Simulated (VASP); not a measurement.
# KBr (Fm-3m) in VASP: further runs

Runs on KBr. Level: PBEsol. Tasks: single point.

Everything below comes from runs of VASP 6.6.1. Logs are shortened: lines on timing, memory, paths and dates and some standing lists are left out, and cuts for length are marked.

**1. The cell of the first run**

Symmetry: Fm-3m, No. 225, cubic system. The conventional cell has a = 5.660 Å, b = 5.660 Å, c = 5.660 Å, α = 90.00°, β = 90.00°, γ = 90.00°. Within 3.7 Å of Br (site symmetry m-3m) lie 6 K at 2.83 Å. Within 3.7 Å of K (site symmetry m-3m) lie 6 Br at 2.83 Å.

**2. Single point, PBEsol**

INCAR

```
PREC = Accurate ; ENCUT = 520
EDIFF = 1E-7 ; ISMEAR = -1
SIGMA = 0.05 ; LREAL = F
LASPH = T ; NELM = 80
ALGO = Normal ; ISIF = 2
LWAVE = F ; LCHARG = T
GGA = PS ; LELF = T
LVHAR = T ; NBANDS = 15
```

KPOINTS

```
regular mesh
0
Gamma
  7 7 7
```

POSCAR

```
KBr
1.0
    0.0000000000      2.8299461756      2.8299461756
    2.8299461756      0.0000000000      2.8299461756
    2.8299461756      2.8299461756      0.0000000000
Br K
1 1
Direct
    0.5000000000      0.5000000000      0.5000000000
    0.0000000000      0.0000000000      0.0000000000
```

Potentials or basis: VASP PAW PBE potentials, release 64 (Br, K_sv).

Run with:

```bash
cat potpaw_PBE.64/Br/POTCAR potpaw_PBE.64/K_sv/POTCAR > POTCAR
mpirun -np 1 vasp_std > vasp.out
```

OUTCAR:

```text
PREC = Accurate
   ENCUT = 520
   EDIFF = 1E-7
   ISMEAR = -1
   LREAL = F
   LASPH = T
   NELM = 80
   ISIF = 2
   GGA = PS

 ion  position               nearest neighbor table
   1  0.500  0.500  0.500-   2 2.83   2 2.83   2 2.83   2 2.83   2 2.83   2 2.83
   2  0.000  0.000  0.000-   1 2.83   1 2.83   1 2.83   1 2.83   1 2.83   1 2.83

  LATTYP: Found a face centered cubic cell.
 ALAT       =     5.6598923512

  Lattice vectors:

 A1 = (   0.0000000000,   2.8299461756,   2.8299461756)
 A2 = (   2.8299461756,   0.0000000000,   2.8299461756)
 A3 = (   2.8299461756,   2.8299461756,   0.0000000000)

Analysis of symmetry for initial positions (statically):
=====================================================================
 Subroutine PRICEL returns:
 Original cell was already a primitive cell.

 Routine SETGRP: Setting up the symmetry group for a
 face centered cubic supercell.

 Subroutine GETGRP returns: Found 48 space group operations
 (whereof 48 operations were pure point group operations)
 out of a pool of 48 trial point group operations.

The static configuration has the point symmetry O_h .

Analysis of symmetry for dynamics (positions and initial velocities):
=====================================================================
 Subroutine PRICEL returns:
 Original cell was already a primitive cell.

 Routine SETGRP: Setting up the symmetry group for a
 face centered cubic supercell.

 Subroutine GETGRP returns: Found 48 space group operations
 (whereof 48 operations were pure point group operations)
 out of a pool of 48 trial point group operations.

The dynamic configuration has the point symmetry O_h .

 Subroutine INISYM returns: Found 48 space group operations
 (whereof 48 operations are pure point group operations),
 and found     1 'primitive' translations

----------------------------------------------------------------------------------------

                                     Primitive cell

  volume of cell :      45.3278

  direct lattice vectors                    reciprocal lattice vectors
     0.000000000  2.829946176  2.829946176    -0.176681806  0.176681806  0.176681806
     2.829946176  0.000000000  2.829946176     0.176681806 -0.176681806  0.176681806
     2.829946176  2.829946176  0.000000000     0.176681806  0.176681806 -0.176681806

  length of vectors
     4.002148262  4.002148262  4.002148262     0.306021864  0.306021864  0.306021864

  position of ions in fractional coordinates (direct lattice)
     0.500000000  0.500000000  0.500000000
     0.000000000  0.000000000  0.000000000

  ion indices of the primitive-cell ions
   primitive index   ion index
                 1           1
                 2           2

----------------------------------------------------------------------------------------

 KPOINTS: regular mesh

Automatic generation of k-mesh.
 Grid dimensions read from file:
 generate k-points for:    7    7    7

 Generating k-lattice:

  Cartesian coordinates                     Fractional coordinates (reciprocal lattice)
    -0.025240258  0.025240258  0.025240258     0.142857143  0.000000000  0.000000000
     0.025240258 -0.025240258  0.025240258     0.000000000  0.142857143  0.000000000
     0.025240258  0.025240258 -0.025240258     0.000000000  0.000000000  0.142857143

  Length of vectors
     0.043717409  0.043717409  0.043717409

  Shift w.r.t. Gamma in fractional coordinates (k-lattice)
     0.000000000  0.000000000  0.000000000

 Subroutine IBZKPT returns following result:
 ===========================================

 Found     20 irreducible k-points:

 Following reciprocal coordinates:
            Coordinates               Weight
  0.000000  0.000000  0.000000      1.000000
  0.142857  0.000000  0.000000      8.000000
  0.285714  0.000000  0.000000      8.000000
  0.428571  0.000000  0.000000      8.000000
  0.142857  0.142857  0.000000      6.000000
  0.285714  0.142857  0.000000     24.000000
[... 12 lines left out ...]
 -0.428571  0.428571  0.142857     24.000000
 -0.285714  0.428571  0.142857     24.000000
   k-points           NKPTS =     20   k-points in BZ     NKDIM =     20   number of bands    NBANDS=     15
   number of dos      NEDOS =    301   number of ions     NIONS =      2
   total plane-waves  NPLWV =  27000
   dimension x,y,z NGX =    30 NGY =   30 NGZ =   30
   dimension x,y,z NGXF=    60 NGYF=   60 NGZF=   60
   ions per type =               1   1
   NGX,Y,Z   is equivalent  to a cutoff of  12.46, 12.46, 12.46 a.u.
   NGXF,Y,Z  is equivalent  to a cutoff of  24.92, 24.92, 24.92 a.u.
 SYSTEM =  unknown system
   PREC   = accura    normal or accurate (medium, high low for compatibility)
   ISTART =      0    job   : 0-new  1-cont  2-samecut
   ICHARG =      2    charge: 1-file 2-atom 10-const
   ISPIN  =      1    spin polarized calculation?
   LNONCOLLINEAR =      F non collinear calculations
   LSORBIT =      F    spin-orbit coupling
   LASPH  =      T    aspherical Exc in radial PAW
   ENCUT  =  520.0 eV  38.22 Ry    6.18 a.u.   7.44  7.44  7.44*2*pi/ulx,y,z
   NELM   =     80;   NELMIN=  2; NELMDL= -5     # of ELM steps
   EDIFF  = 0.1E-06   stopping-criterion for ELM
   LREAL  =      F    real-space projection
   EDIFFG = 0.1E-05   stopping-criterion for IOM
   NSW    =      0    number of steps for IOM
   IBRION =     -1    ionic relax: 0-MD 1-quasi-New 2-CG
   NFREE  =      0    steps in history (QN), initial steepest desc. (CG)
   ISIF   =      2    stress and relaxation
   ISYM   =      2    0-nonsym 1-usesym 2-fastsym
   POTIM  = 0.5000    time-step for ionic-motion
   TEBEG  =    0.0;   TEEND  =   0.0 temperature during run
   PSTRESS=    0.0 pullay stress
   NELECT =      16.0000    total number of electrons
   NUPDOWN=      -1.0000    fix difference up-down
   EMIN   =  10.00;   EMAX   =-10.00  energy-range for DOS
   EFERMI =   0.00;   METHOD = LEGACY
   ISMEAR =    -1;   SIGMA  =   0.05  broadening in eV -4-tet -1-fermi 0-gaus
   EFERMI_NEDOS =   21; number of points for ismear=-14 and -15
   IALGO  =     38    algorithm
   IMIX   =      4    mixing-type and parameters
     AMIX     =   0.40;   BMIX     =  1.00
     AMIX_MAG =   1.60;   BMIX_MAG =  1.00
  volume/ion in A,a.u.               =      22.66       152.94
  Fermi-wavevector in a.u.,A,eV,Ry     =   1.156982  2.186379 18.212863  1.338608
  Thomas-Fermi vector in A             =   2.293598
   LORBIT       =      0    0 simple, 1 ext, 2 COOP (PROOUT), +10 PAW based schemes
   GGA     = PS    functional components
   LHFCALC =     F    Hartree Fock is set to
   AEXX    =    0.0000 exact exchange contribution
   IVDW    =     0    specifies the selected vdW correction
   LEPSILON=     F    determine dielectric tensor
   LRPA    =     F    only Hartree local field effects (RPA)
 non-spin polarized calculation
  energy-cutoff  :      520.00
  volume of cell :       45.33
 maximum number of plane-waves:      1243
 NGX is ok and might be reduce to    30
   NGX = 15   NGY = 15   NGZ = 15

 number of electron      16.0000004 magnetization

 Free energy of the ion-electron system (eV)
  ---------------------------------------------------
  ext. energy  EPLUGINS =         0.00000000
  ---------------------------------------------------
  free energy    TOTEN  =        -5.41777413 eV

  energy without entropy =       -5.41777413  energy(sigma->0) =       -5.41777413

 E-fermi :   1.8797     XC(G=0):  -9.6282

 val. band max:        0.7846836019   @ k =   0.0000   0.0000   0.0000
 cond. band min:       5.4190131964   @ k =   0.4286   0.4286   0.0000
 fundamental gap:      4.6343295946
 Fermi energy:         1.8797327841

 k-point     1 :       0.0000    0.0000    0.0000
  band No.  band energies     occupation
      1     -26.2968      2.00000
      2     -12.4164      2.00000
      3      -9.8667      2.00000
      4      -9.8667      2.00000
      5      -9.8667      2.00000
      6       0.7847      2.00000
      7       0.7847      2.00000
      8       0.7847      2.00000
      9       6.6511      0.00000
     10       7.8449      0.00000
     11       7.8449      0.00000
     12       7.8449      0.00000
     13       9.0719      0.00000
     14       9.0719      0.00000
     15      12.9306      0.00000

 k-point     2 :       0.1429    0.0000    0.0000
  band No.  band energies     occupation
      1     -26.2843      2.00000
      2     -12.5450      2.00000
      3      -9.8688      2.00000
      4      -9.8688      2.00000
      5      -9.6947      2.00000
      6       0.1638      2.00000
      7       0.5579      2.00000
      8       0.5579      2.00000
      9       7.2840      0.00000
     10       7.9610      0.00000
     11       8.2252      0.00000
     12       8.2252      0.00000
     13       9.6495      0.00000
     14       9.6495      0.00000
     15      14.0362      0.00000

 k-point     3 :       0.2857    0.0000    0.0000
  band No.  band energies     occupation
      1     -26.2561      2.00000
      2     -12.7934      2.00000
      3      -9.8732      2.00000
      4      -9.8732      2.00000
      5      -9.3388      2.00000
      6      -0.9186      2.00000
      7       0.1125      2.00000
      8       0.1125      2.00000
      9       7.5206      0.00000
     10       9.2691      0.00000
     11       9.2691      0.00000
     12       9.4852      0.00000
     13      11.1341      0.00000
     14      11.1341      0.00000
     15      15.1324      0.00000

 k-point     4 :       0.4286    0.0000    0.0000
  band No.  band energies     occupation
      1     -26.2332      2.00000
      2     -12.9657      2.00000
      3      -9.8764      2.00000
      4      -9.8764      2.00000
      5      -9.0679      2.00000
      6      -1.6326      2.00000
      7      -0.1985      2.00000
      8      -0.1985      2.00000
      9       7.9083      0.00000
     10      10.2570      0.00000
     11      10.8021      0.00000
     12      10.8021      0.00000
     13      12.4001      0.00000
     14      12.4001      0.00000
     15      14.1527      0.00000
[... 235 lines left out ...]
 k-point    18 :      -0.4286    0.2857    0.1429
  band No.  band energies     occupation
      1     -26.2211      2.00000
      2     -12.7000      2.00000
      3     -10.1186      2.00000
      4     -10.0049      2.00000
      5      -9.3991      2.00000
      6      -1.0685      2.00000
      7      -0.1985      2.00000
      8      -0.0606      2.00000
      9       7.7687      0.00000
     10       9.1454      0.00000
     11      10.7737      0.00000
     12      11.5534      0.00000
     13      12.0508      0.00000
     14      12.9536      0.00000
     15      13.9967      0.00000

 k-point    19 :      -0.4286    0.4286    0.1429
  band No.  band energies     occupation
      1     -26.2152      2.00000
      2     -12.4315      2.00000
      3     -10.2633      2.00000
      4     -10.1414      2.00000
      5      -9.7035      2.00000
      6      -0.5647      2.00000
      7      -0.0992      2.00000
      8       0.1202      2.00000
      9       6.4353      0.00000
     10      10.0811      0.00000
     11      10.4055      0.00000
     12      11.7059      0.00000
     13      12.0184      0.00000
     14      12.6349      0.00000
     15      14.0925      0.00000

 k-point    20 :      -0.2857    0.4286    0.1429
  band No.  band energies     occupation
      1     -26.2130      2.00000
      2     -12.5098      2.00000
      3     -10.2897      2.00000
      4     -10.1390      2.00000
      5      -9.5271      2.00000
      6      -0.6388      2.00000
      7      -0.2399      2.00000
      8      -0.0865      2.00000
      9       7.6054      0.00000
     10       8.8591      0.00000
     11      10.6970      0.00000
     12      11.5055      0.00000
     13      12.4156      0.00000
     14      13.2479      0.00000
     15      14.6411      0.00000

------------------------ aborting loop because EDIFF is reached ----------------------------------------

  FORCE on cell =-STRESS in cart. coord.  units (eV):
  Direction    XX          YY          ZZ          XY          YZ          ZX
  --------------------------------------------------------------------------------------
  -------------------------------------------------------------------------------------
  Total        5.7850409      5.7850409      5.7850409      0.0000000      0.0000000      0.0000000
  in kB      204.4807818    204.4807818    204.4807818      0.0000000      0.0000000      0.0000000
  external PRESSURE =     204.4807818 kB  Pullay stress =       0.0000000 kB

 VOLUME and BASIS-vectors are now :
 -----------------------------------------------------------------------------
  energy-cutoff  :      520.00
  volume of cell :       45.33
      direct lattice vectors                 reciprocal lattice vectors
     0.000000000  2.829946176  2.829946176    -0.176681806  0.176681806  0.176681806
     2.829946176  0.000000000  2.829946176     0.176681806 -0.176681806  0.176681806
     2.829946176  2.829946176  0.000000000     0.176681806  0.176681806 -0.176681806

 POSITION                                       TOTAL-FORCE (eV/Angst)
 -----------------------------------------------------------------------------------
      2.82995      2.82995      2.82995         0.000000      0.000000      0.000000
      0.00000      0.00000      0.00000         0.000000      0.000000     -0.000000
 -----------------------------------------------------------------------------------
    total drift:                               -0.000000      0.000000      0.000000

  FREE ENERGIE OF THE ION-ELECTRON SYSTEM (eV)
  ---------------------------------------------------
  free  energy   TOTEN  =        -5.4177741300 eV

  energy  without entropy=       -5.4177741300  energy(sigma->0) =       -5.41777413
```

Wall time 28 s (1 thread of AMD EPYC 7R43 (Zen 3), shared host); peak memory 0.12 GiB.

Results:

```
Free energy            : -5.4178 eV
Pressure               : 20.4 GPa
Band gap on the k mesh : 4.63 eV, indirect (least direct gap 5.04 eV)
```

Levels at points of the mesh, in eV from the valence-band top:
| k point | band 5 | band 6 | band 7 | band 8 | band 9 | band 10 | band 11 | band 12 |
| --- | --- | --- | --- | --- | --- | --- | --- | --- |
| (0.00, 0.00, 0.00) | -10.65 | 0.00 | 0.00 | 0.00 | 5.87 | 7.06 | 7.06 | 7.06 |

Caveat: the PAW data sets were made with another functional, which shifts forces and pressure a little. A k mesh can miss the band edges.

**3. Single point, PBEsol**

This run uses another cell than the first one, of 25.91 Å³/atom, 1.143 times its volume.

INCAR

```
PREC = Accurate
ENCUT = 520
EDIFF = 1E-6
ISMEAR = -1
SIGMA = 0.05
LREAL = F
LASPH = T
NELM = 80
ALGO = Normal
ISIF = 2
LWAVE = F
LCHARG = T
GGA = PS
LELF = T
LVHAR = T
NBANDS = 15
```

KPOINTS is that of step 2.

POSCAR

```
KBr
1.0
    0.0000000000      2.9589657357      2.9589657357
    2.9589657357      0.0000000000      2.9589657357
    2.9589657357      2.9589657357      0.0000000000
Br K
1 1
Direct
    0.5000000000      0.5000000000      0.5000000000
    0.0000000000      0.0000000000      0.0000000000
```

Potentials or basis: VASP PAW PBE potentials, release 64 (Br, K_sv).

Run with:

```bash
cat potpaw_PBE.64/Br/POTCAR potpaw_PBE.64/K_sv/POTCAR > POTCAR
mpirun -np 1 vasp_std > vasp.out
```

Run time: 26 s. Hardware: 1 thread of AMD EPYC 7R43 (Zen 3), shared host; peak memory 0.14 GiB.

Results (log left out):

- Free energy: -6.0182 eV
- Pressure: 10.2 GPa
- Band gap on the k mesh: 5.11 eV, indirect (least direct gap 5.29 eV)

Levels at points of the mesh, in eV from the valence-band top:
```
           k point  band 6  band 7  band 8  band 9  band 10  band 11
(0.00, 0.00, 0.00)    0.00    0.00    0.00    5.29     7.31     7.31
```

Caveat: the PAW data sets were made with another functional, which shifts forces and pressure a little.

**4. Single point, PBEsol**

This run uses another cell than the first one, of 28.81 Å³/atom, 1.271 times its volume.

INCAR

```
SYSTEM = KBr
  PREC = Accurate
  ENCUT = 520
  EDIFF = 1E-7
  ISMEAR = -1
  SIGMA = 0.05
  LREAL = .False.
  LASPH = .True.
  NELM = 60
  ALGO = Normal
  ISIF = 2
  LWAVE = .False.
  LCHARG = .False.
  GGA = PS
  NBANDS = 15
```

KPOINTS

```
regular mesh
0
Gamma
  7 7 7
  0 0 0
```

POSCAR

```
KBr
1.0
    0.0000000000      3.0656641250      3.0656641250
    3.0656641250      0.0000000000      3.0656641250
    3.0656641250      3.0656641250      0.0000000000
Br K
1 1
Direct
    0.5000000000      0.5000000000      0.5000000000
    0.0000000000      0.0000000000      0.0000000000
```

Run with:

```bash
cat potpaw_PBE.64/Br/POTCAR potpaw_PBE.64/K_sv/POTCAR > POTCAR
mpirun -np 1 vasp_std > vasp.out
```

Run time: 32 s. Hardware: 1 thread of AMD EPYC 7R43 (Zen 3), shared host; peak memory 0.14 GiB.

Results (log left out):

- Free energy: -6.2896 eV
- Pressure: 5.1 GPa
- Band gap on the k mesh: 4.91 eV, direct

Levels at points of the mesh, in eV from the valence-band top:
```tsv
k point	band 6	band 7	band 8	band 9	band 10	band 11
(0.00, 0.00, 0.00)	0.00	0.00	0.00	4.91	7.44	7.44
```

Caveat: the PAW data sets were made with another functional, which shifts forces and pressure a little.

(Continued in part 2 of 2.)
